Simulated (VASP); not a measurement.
# YbMn2F2 in VASP: single point with PBE+U

Aim: the single point of YbMn2F2 with PBE+U.

Everything below comes from runs of VASP 6.6.1. Logs are shortened: lines on timing, memory, paths and dates and some standing lists are left out, and cuts for length are marked.

## Step 1: The cell of the first run

The typed cell holds 5 atoms: a = 3.865 Å, b = 3.865 Å, c = 6.369 Å, α = 90.00°, β = 90.00°, γ = 60.00°.

## Step 2: Single point, PBE+U

The input, INCAR:

```
SYSTEM = YbMn2F2
PREC = Accurate
ENCUT = 520
EDIFF = 1E-6
ISMEAR = -1
SIGMA = 0.1
LREAL = .False.
LASPH = .True.
NELM = 150
ALGO = Normal
ISIF = 2
LWAVE = .False.
LCHARG = .False.
LMAXMIX = 6
LDAU = .True.
LDAUTYPE = 2
LDAUL = -1 2 3
LDAUU = 0 3.3 4.48
LDAUJ = 0 0 0
LDAUPRINT = 1
GGA = PE
NBANDS = 40
```

The input, KPOINTS:

```
Automatic mesh
0
Gamma
  7 7 4
  0 0 0
```

The input, POSCAR:

```
YbMn2F2
1.0
    1.9325620000      3.3472920000      0.0000000000
   -1.9325620000      3.3472920000      0.0000000000
    0.0000000000      0.0000000000      6.3693140000
F Mn Yb
2 2 1
Direct
    0.3333000000      0.3334000000      0.2600000000
    0.6667000000      0.6666000000      0.7400000000
    0.3333000000      0.3334000000      0.6200000000
    0.6667000000      0.6666000000      0.3800000000
    0.0000000000      0.0000000000      0.0000000000
```

Potentials or basis: VASP PAW PBE potentials, release 64 (F, Mn_pv, Yb).

On the command line:

```console
$ cat potpaw_PBE.64/F/POTCAR potpaw_PBE.64/Mn_pv/POTCAR potpaw_PBE.64/Yb/POTCAR > POTCAR
$ mpirun -np 1 vasp_std > vasp.out
```

OUTCAR:

```text
SYSTEM = YbMn2F2
   PREC = Accurate
   ENCUT = 520
   EDIFF = 1E-6
   ISMEAR = -1
   LREAL = .False.
   LASPH = .True.
   NELM = 150
   ISIF = 2
   GGA = PE

 ion  position               nearest neighbor table
   1  0.333  0.333  0.260-   3 2.29   4 2.36   4 2.36   4 2.36   5 2.78   5 2.78   5 2.78
   2  0.667  0.667  0.740-   4 2.29   3 2.36   3 2.36   3 2.36   5 2.78   5 2.78   5 2.78
   3  0.333  0.333  0.620-   1 2.29   2 2.36   2 2.36   2 2.36   4 2.70   4 2.70   4 2.71   5 3.29
                             5 3.29   5 3.29
   4  0.667  0.667  0.380-   2 2.29   1 2.36   1 2.36   1 2.36   3 2.70   3 2.70   3 2.71   5 3.29
                             5 3.29   5 3.29
   5  0.000  0.000  0.000-   2 2.78   1 2.78   2 2.78   1 2.78   2 2.78   1 2.78   3 3.29   4 3.29
                             4 3.29   3 3.29   4 3.29   3 3.29

  LATTYP: Found a hexagonal cell.
 ALAT       =     3.8651209059
 C/A-ratio  =     1.6478951513

  Lattice vectors:

 A1 = (   1.9325620000,  -3.3472920000,   0.0000000000)
 A2 = (   1.9325620000,   3.3472920000,   0.0000000000)
 A3 = (   0.0000000000,   0.0000000000,   6.3693140000)

Analysis of symmetry for initial positions (statically):
=====================================================================
 Subroutine PRICEL returns:
 Original cell was already a primitive cell.

 Routine SETGRP: Setting up the symmetry group for a
 hexagonal supercell.

 Subroutine GETGRP returns: Found  4 space group operations
 (whereof  4 operations were pure point group operations)
 out of a pool of 24 trial point group operations.

The static configuration has the point symmetry C_2h.

Analysis of symmetry for dynamics (positions and initial velocities):
=====================================================================
 Subroutine PRICEL returns:
 Original cell was already a primitive cell.

 Routine SETGRP: Setting up the symmetry group for a
 hexagonal supercell.

 Subroutine GETGRP returns: Found  4 space group operations
 (whereof  4 operations were pure point group operations)
 out of a pool of 24 trial point group operations.

The dynamic configuration has the point symmetry C_2h.

 Subroutine INISYM returns: Found  4 space group operations
 (whereof  4 operations are pure point group operations),
 and found     1 'primitive' translations

----------------------------------------------------------------------------------------

                                     Primitive cell

  volume of cell :      82.4043

  direct lattice vectors                    reciprocal lattice vectors
     1.932562000  3.347292000  0.000000000     0.258723912  0.149374479  0.000000000
    -1.932562000  3.347292000  0.000000000    -0.258723912  0.149374479  0.000000000
     0.000000000  0.000000000  6.369314000     0.000000000  0.000000000  0.157002779

  length of vectors
     3.865120906  3.865120906  6.369314000     0.298748720  0.298748720  0.157002779

  position of ions in fractional coordinates (direct lattice)
     0.333300000  0.333400000  0.260000000
     0.666700000  0.666600000  0.740000000
     0.333300000  0.333400000  0.620000000
     0.666700000  0.666600000  0.380000000
     0.000000000  0.000000000  0.000000000

  ion indices of the primitive-cell ions
   primitive index   ion index
                 1           1
                 2           2
                 3           3
                 4           4
                 5           5

----------------------------------------------------------------------------------------

 KPOINTS: Automatic mesh

Automatic generation of k-mesh.
 Grid dimensions read from file:
 generate k-points for:    7    7    4

 Generating k-lattice:

  Cartesian coordinates                     Fractional coordinates (reciprocal lattice)
     0.036960559  0.021339211  0.000000000     0.142857143  0.000000000  0.000000000
    -0.036960559  0.021339211  0.000000000     0.000000000  0.142857143  0.000000000
     0.000000000  0.000000000  0.039250695     0.000000000  0.000000000  0.250000000

  Length of vectors
     0.042678389  0.042678389  0.039250695

  Shift w.r.t. Gamma in fractional coordinates (k-lattice)
     0.000000000  0.000000000  0.000000000

 Subroutine IBZKPT returns following result:
 ===========================================

 Found     60 irreducible k-points:

 Following reciprocal coordinates:
            Coordinates               Weight
  0.000000  0.000000  0.000000      1.000000
  0.142857  0.000000  0.000000      4.000000
  0.000000  0.142857  0.000000      2.000000
  0.285714  0.000000  0.000000      4.000000
  0.000000  0.285714  0.000000      2.000000
  0.428571  0.000000  0.000000      4.000000
[... 16 lines left out ...]
  0.285714  0.285714  0.250000      4.000000
  0.000000  0.285714  0.250000      2.000000
 [... further k-points ...]
   k-points           NKPTS =     60   k-points in BZ     NKDIM =     60   number of bands    NBANDS=     40
   number of dos      NEDOS =    301   number of ions     NIONS =      5
   total plane-waves  NPLWV =  43200
   dimension x,y,z NGX =    30 NGY =   30 NGZ =   48
   dimension x,y,z NGXF=    60 NGYF=   60 NGZF=   96
   ions per type =               2   2   1
   NGX,Y,Z   is equivalent  to a cutoff of  12.90, 12.90, 12.53 a.u.
   NGXF,Y,Z  is equivalent  to a cutoff of  25.81, 25.81, 25.06 a.u.
 SYSTEM =  YbMn2F2
   PREC   = accura    normal or accurate (medium, high low for compatibility)
   ISTART =      0    job   : 0-new  1-cont  2-samecut
   ICHARG =      2    charge: 1-file 2-atom 10-const
   ISPIN  =      1    spin polarized calculation?
   LNONCOLLINEAR =      F non collinear calculations
   LSORBIT =      F    spin-orbit coupling
   LASPH  =      T    aspherical Exc in radial PAW
   ENCUT  =  520.0 eV  38.22 Ry    6.18 a.u.   7.19  7.19 11.84*2*pi/ulx,y,z
   NELM   =    150;   NELMIN=  2; NELMDL= -5     # of ELM steps
   EDIFF  = 0.1E-05   stopping-criterion for ELM
   LREAL  =      F    real-space projection
   EDIFFG = 0.1E-04   stopping-criterion for IOM
   NSW    =      0    number of steps for IOM
   IBRION =     -1    ionic relax: 0-MD 1-quasi-New 2-CG
   NFREE  =      0    steps in history (QN), initial steepest desc. (CG)
   ISIF   =      2    stress and relaxation
   ISYM   =      2    0-nonsym 1-usesym 2-fastsym
   POTIM  = 0.5000    time-step for ionic-motion
   TEBEG  =    0.0;   TEEND  =   0.0 temperature during run
   PSTRESS=    0.0 pullay stress
   NELECT =      64.0000    total number of electrons
   NUPDOWN=      -1.0000    fix difference up-down
   EMIN   =  10.00;   EMAX   =-10.00  energy-range for DOS
   EFERMI =   0.00;   METHOD = LEGACY
   ISMEAR =    -1;   SIGMA  =   0.10  broadening in eV -4-tet -1-fermi 0-gaus
   EFERMI_NEDOS =   21; number of points for ismear=-14 and -15
   IALGO  =     38    algorithm
   IMIX   =      4    mixing-type and parameters
     AMIX     =   0.40;   BMIX     =  1.00
     AMIX_MAG =   1.60;   BMIX_MAG =  1.00
  volume/ion in A,a.u.               =      16.48       111.22
  Fermi-wavevector in a.u.,A,eV,Ry     =   1.504821  2.843700 30.810217  2.264487
  Thomas-Fermi vector in A             =   2.615751
   LORBIT       =      0    0 simple, 1 ext, 2 COOP (PROOUT), +10 PAW based schemes
 LDA+U is selected, type is set to LDAUTYPE =  2
   angular momentum for each species LDAUL =    -1    2    3
   U (eV)           for each species LDAUU =   0.0  3.3  4.5
   J (eV)           for each species LDAUJ =   0.0  0.0  0.0
   GGA     = PE    functional components
   LHFCALC =     F    Hartree Fock is set to
   AEXX    =    0.0000 exact exchange contribution
   IVDW    =     0    specifies the selected vdW correction
   LEPSILON=     F    determine dielectric tensor
   LRPA    =     F    only Hartree local field effects (RPA)
 non-spin polarized calculation
  energy-cutoff  :      520.00
  volume of cell :       82.40
 maximum number of plane-waves:      2240
 NGX is ok and might be reduce to    30
   NGX = 15   NGY = 15   NGZ = 23

atom =   3  type =  2  l = 2

 onsite density matrix

spin component  1
[... 87 lines left out ...]
  o =  0.9817  v =  0.8625  0.0001  0.0001 -0.5060 -0.0001 -0.0002  0.0000  0.0000  0.0000  0.0000  0.0000  0.0000  0.0000  0.0000      0.0000  0.0000  0.0000  0.0000  0.0000  0.0000  0.0000  0.0000  0.0000  0.0000  0.0000  0.0000  0.0000  0.0000
  o =  0.9817  v =  0.0000  0.0000  0.0000  0.0000  0.0000  0.0000  0.0000  0.8625  0.0001  0.0001 -0.5060 -0.0001 -0.0002  0.0000      0.0000  0.0000  0.0000  0.0000  0.0000  0.0000  0.0000  0.0000  0.0000  0.0000  0.0000  0.0000  0.0000  0.0000
  o =  0.9878  v =  0.0001 -0.7258  0.2700 -0.0001 -0.3958  0.4936 -0.0007  0.0000  0.0000  0.0000  0.0000  0.0000  0.0000  0.0000      0.0000  0.0000  0.0000  0.0000  0.0000  0.0000  0.0000  0.0000  0.0000  0.0000  0.0000  0.0000  0.0000  0.0000
  o =  0.9878  v =  0.0000  0.0000  0.0000  0.0000  0.0000  0.0000  0.0000  0.0001 -0.7258  0.2700 -0.0001 -0.3958  0.4936 -0.0007      0.0000  0.0000  0.0000  0.0000  0.0000  0.0000  0.0000  0.0000  0.0000  0.0000  0.0000  0.0000  0.0000  0.0000
  o =  0.9878  v =  0.0000  0.0000  0.0000  0.0000  0.0000  0.0000  0.0000 -0.0002 -0.4936 -0.3978 -0.0003 -0.2701 -0.7247  0.0013      0.0000  0.0000  0.0000  0.0000  0.0000  0.0000  0.0000  0.0000  0.0000  0.0000  0.0000  0.0000  0.0000  0.0000
  o =  0.9878  v = -0.0002 -0.4936 -0.3978 -0.0003 -0.2701 -0.7247  0.0013  0.0000  0.0000  0.0000  0.0000  0.0000  0.0000  0.0000      0.0000  0.0000  0.0000  0.0000  0.0000  0.0000  0.0000  0.0000  0.0000  0.0000  0.0000  0.0000  0.0000  0.0000
  o =  0.9884  v =  0.0000 -0.0007  0.0012 -0.0000  0.0015  0.0010  1.0000  0.0000  0.0000  0.0000  0.0000  0.0000  0.0000  0.0000      0.0000  0.0000  0.0000  0.0000  0.0000  0.0000  0.0000  0.0000  0.0000  0.0000  0.0000  0.0000  0.0000  0.0000
  o =  0.9884  v =  0.0000  0.0000  0.0000  0.0000  0.0000  0.0000  0.0000  0.0000 -0.0007  0.0012 -0.0000  0.0015  0.0010  1.0000      0.0000  0.0000  0.0000  0.0000  0.0000  0.0000  0.0000  0.0000  0.0000  0.0000  0.0000  0.0000  0.0000  0.0000
  o =  0.9889  v = -0.0001  0.0149  0.8764  0.0002 -0.0288 -0.4805 -0.0005  0.0000  0.0000  0.0000  0.0000  0.0000  0.0000  0.0000      0.0000  0.0000  0.0000  0.0000  0.0000  0.0000  0.0000  0.0000  0.0000  0.0000  0.0000  0.0000  0.0000  0.0000
  o =  0.9889  v =  0.0000  0.0000  0.0000  0.0000  0.0000  0.0000  0.0000 -0.0001  0.0149  0.8764  0.0002 -0.0288 -0.4805 -0.0005      0.0000  0.0000  0.0000  0.0000  0.0000  0.0000  0.0000  0.0000  0.0000  0.0000  0.0000  0.0000  0.0000  0.0000
  o =  0.9889  v = -0.0001 -0.4789  0.0281 -0.0004  0.8772 -0.0162 -0.0017  0.0000  0.0000  0.0000  0.0000  0.0000  0.0000  0.0000      0.0000  0.0000  0.0000  0.0000  0.0000  0.0000  0.0000  0.0000  0.0000  0.0000  0.0000  0.0000  0.0000  0.0000
  o =  0.9889  v =  0.0000  0.0000  0.0000  0.0000  0.0000  0.0000  0.0000 -0.0001 -0.4789  0.0281 -0.0004  0.8772 -0.0162 -0.0017      0.0000  0.0000  0.0000  0.0000  0.0000  0.0000  0.0000  0.0000  0.0000  0.0000  0.0000  0.0000  0.0000  0.0000
  o =  0.9913  v =  0.0000  0.0000  0.0000  0.0000  0.0000  0.0000  0.0000  0.5060 -0.0004 -0.0002  0.8625  0.0003 -0.0002 -0.0000      0.0000  0.0000  0.0000  0.0000  0.0000  0.0000  0.0000  0.0000  0.0000  0.0000  0.0000  0.0000  0.0000  0.0000
  o =  0.9913  v =  0.5060 -0.0004 -0.0002  0.8625  0.0003 -0.0002 -0.0000  0.0000  0.0000  0.0000  0.0000  0.0000  0.0000  0.0000      0.0000  0.0000  0.0000  0.0000  0.0000  0.0000  0.0000  0.0000  0.0000  0.0000  0.0000  0.0000  0.0000  0.0000

 number of electron      63.9999979 magnetization

 Free energy of the ion-electron system (eV)
  ---------------------------------------------------
  ext. energy  EPLUGINS =         0.00000000
  ---------------------------------------------------
  free energy    TOTEN  =       -19.29620202 eV

  energy without entropy =      -19.22508145  energy(sigma->0) =      -19.26064173

 E-fermi :   4.0228     XC(G=0): -10.5961

 val. band max:        4.0205494091   @ k =   0.2857   0.0000   0.5000
 cond. band min:       4.3676875074   @ k =   0.0000   0.0000   0.2500
 fundamental gap:      0.3471380983
 Fermi energy:         4.0227819244

 k-point     1 :       0.0000    0.0000    0.0000
  band No.  band energies     occupation
      1     -46.7063      2.00000
      2     -43.3213      2.00000
      3     -43.3212      2.00000
      4     -43.2496      2.00000
      5     -43.2495      2.00000
      6     -43.1626      2.00000
[... 1021 lines left out ...]
     39       7.4861      0.00000
     40       8.6649      0.00000

 [... further k-points ...]

------------------------ aborting loop because EDIFF is reached ----------------------------------------

  FORCE on cell =-STRESS in cart. coord.  units (eV):
  Direction    XX          YY          ZZ          XY          YZ          ZX
  --------------------------------------------------------------------------------------
  -------------------------------------------------------------------------------------
  Total       -4.5934668     -4.5911405      0.4275963      0.0020061      0.0002740     -0.0004744
  in kB      -89.3102847    -89.2650551      8.3137101      0.0390049      0.0053268     -0.0092235
  external PRESSURE =     -56.7538766 kB  Pullay stress =       0.0000000 kB

 VOLUME and BASIS-vectors are now :
 -----------------------------------------------------------------------------
  energy-cutoff  :      520.00
  volume of cell :       82.40
      direct lattice vectors                 reciprocal lattice vectors
     1.932562000  3.347292000  0.000000000     0.258723912  0.149374479  0.000000000
    -1.932562000  3.347292000  0.000000000    -0.258723912  0.149374479  0.000000000
     0.000000000  0.000000000  6.369314000     0.000000000  0.000000000  0.157002779

 POSITION                                       TOTAL-FORCE (eV/Angst)
 -----------------------------------------------------------------------------------
     -0.00019      2.23164      1.65602         0.000205     -0.000119     -1.620257
      0.00019      4.46294      4.71329        -0.000205      0.000119      1.620257
     -0.00019      2.23164      3.94897         0.000798     -0.000461      0.020173
      0.00019      4.46294      2.42034        -0.000798      0.000461     -0.020173
      0.00000      0.00000      0.00000         0.000000      0.000000      0.000000
 -----------------------------------------------------------------------------------
    total drift:                               -0.000000      0.000000      0.000000

  FREE ENERGIE OF THE ION-ELECTRON SYSTEM (eV)
  ---------------------------------------------------
  free  energy   TOTEN  =       -19.2962020157 eV

  energy  without entropy=      -19.2250814530  energy(sigma->0) =      -19.26064173
```

Wall time 30 min (1 thread of Intel Xeon Platinum 8259CL at 2.50GHz (Skylake/Cascade Lake), shared host); peak memory 0.35 GiB.

What came out:

| Property | Result |
| --- | --- |
| Free energy | -19.2962 eV |
| Pressure | -5.7 GPa |
| Largest force | 1.620 eV/Å |
| Band gap on the k mesh | zero (bands 32 and 33 overlap by 0.15 eV) |

Forces in eV/Å, atoms in the order of the input:
```
F    0.000  0.000 -1.620
F    0.000  0.000  1.620
Mn   0.001  0.000  0.020
Mn  -0.001  0.000 -0.020
Yb   0.000  0.000  0.000
```

Stress tensor (GPa, compression positive):
```
-8.93  0.00  0.00
 0.00 -8.93  0.00
 0.00  0.00  0.83
```

Eigenvalues of the final occupation matrices:
| site | spin | trace | eigenvalues |
| --- | --- | --- | --- |
| site 3 d | 1 | 2.59 | 0.08 0.08 0.74 0.85 0.85 |
| site 3 d | 2 | 2.59 | 0.08 0.08 0.74 0.85 0.85 |
| site 4 d | 1 | 2.59 | 0.08 0.08 0.74 0.85 0.85 |
| site 4 d | 2 | 2.59 | 0.08 0.08 0.74 0.85 0.85 |
| site 5 f | 1 | 6.91 | 0.98 0.99 0.99 0.99 0.99 0.99 0.99 |
| site 5 f | 2 | 6.91 | 0.98 0.99 0.99 0.99 0.99 0.99 0.99 |

Caveat: the stress differs along the axes, from -9 to 1 GPa; spin-orbit coupling is left out, which moves the levels of the heavy elements; the run has no spin polarisation, though such a crystal can be magnetic; U without spin polarisation on a metal has little footing; forces of over 1 eV/Å act on the atoms, so gaps and moduli don't describe the material at rest. Spin polarisation is off, so any magnetic state and its effect on volume and gap are missing.

The gap in the log of VASP goes by the Fermi energy; the results here count the filled bands.